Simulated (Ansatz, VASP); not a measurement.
Cu in VASP and in Ansatz

The input INCAR:

```
ALGO     = Fast           # electronic algorithm
EDIFF    = 1E-6           # SCF threshold, eV
ENCUT    = 520            # plane-wave cutoff, eV
GGA      = PE             # functional
ISIF     = 2              # what is computed and relaxed
ISMEAR   = 0              # smearing method
LASPH    = T              # aspherical terms in the spheres
LCHARG   = T              # write CHGCAR
LELF     = T              # ELF
LREAL    = F              # projectors in reciprocal space
LVHAR    = T            
LWAVE    = F              # write WAVECAR
NBANDS   = 12             # bands
NELM     = 60             # most SCF steps
PREC     = Accurate       # precision mode
SIGMA    = 0.15           # smearing width, eV
```

The input KPOINTS:

```
k-points
0
Gamma
  24 24 24
```

The input POSCAR:

```
Cu
1.0
   -1.4835682232      1.4835682232      1.5081954557
    1.4835682232     -1.4835682232      1.5081954557
    1.4835682232      1.4835682232     -1.5081954557
Cu
1
Direct
    0.0000000000      0.0000000000      0.0000000000
```

Input for Ansatz:

```yaml
crystal:
  lattice:
    - [-1.4835682232, 1.4835682232, 1.5081954557]
    - [1.4835682232, -1.4835682232, 1.5081954557]
    - [1.4835682232, 1.4835682232, -1.5081954557]
  atoms:
    - { symbol: Cu, position: [0.0, 0.0, 0.0] }
basis:
  ecutwfc: 520.0
kpoints:
  mp_grid: { grid: [24, 24, 24] }
hamiltonian:
  xc: pbe
  pseudopotentials: { kind: paw, azcp: { folder: soft_1 } }
scf:
  occupations: { method: gaussian, width: 0.15 }
output:
  forces: true
  stress: true
  eigenvalues: true
```

Alike in both runs: task single point; functional PBE; k mesh 24 × 24 × 24; occupations gaussian, width 0.15 eV; no spin polarisation.

|  | VASP | Ansatz |
| --- | --- | --- |
| version | VASP 6.6.1 | Ansatz 0.2.0 |
| potentials or method | VASP PAW PBE potentials, release 64 (Cu), cutoff 520 eV | scalar-relativistic, plane waves, PAW |
| valence electrons in the cell | 11 | 19 |

|  | VASP | Ansatz | Ansatz less VASP |
| --- | --- | --- | --- |
| gap on the k mesh at the Fermi level (eV) | none | none | - |
| pressure (GPa) | -10.2 | -10.9 | -0.66 |
| traceless stress, the component that is largest in VASP (GPa) | 0.17 | 0.17 | 0.000 |

A gap of «none» marks a metal or a gap that the smearing closes. VASP's potentials hold 11 valence electrons a cell and Ansatz's 19, so a difference there can come from the potentials and not from the codes.
